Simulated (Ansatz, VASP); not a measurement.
## As in VASP and in Ansatz

```
As
1.0
    -1.34905    1.34905    2.59672
     1.34905   -1.34905    2.59672
     1.34905    1.34905   -2.59672
As
1
Direct
  0.00000 0.00000 0.00000
```

Alike in both runs: functional PBEsol; k mesh 28 × 28 × 28; occupations gaussian, width 0.1 eV; no spin polarisation.

Ansatz relaxed the structure, and its values are those at the end. VASP's run is a single point on that final structure, the one shown.

|  | VASP | Ansatz |
| --- | --- | --- |
| version | VASP 6.6.1 | Ansatz 0.2.0 |
| potentials or method | VASP PAW PBE potentials, release 64 (As), cutoff 520 eV | scalar-relativistic, plane waves, PAW |
| valence electrons in the cell | 5 | 15 |

```tsv
	VASP	Ansatz	Ansatz less VASP
gap on the k mesh at the Fermi level (eV)	none	none	-
pressure (GPa)	0.3	0.0	-0.26
```

VASP's potentials were made for PBE, not for PBEsol. A gap of «none» marks a metal or a gap that the smearing closes. The functional is the same, so the differences come from potentials, cutoffs and numerics. VASP's potentials hold 5 valence electrons a cell and Ansatz's 15, so a difference there can come from the potentials and not from the codes.
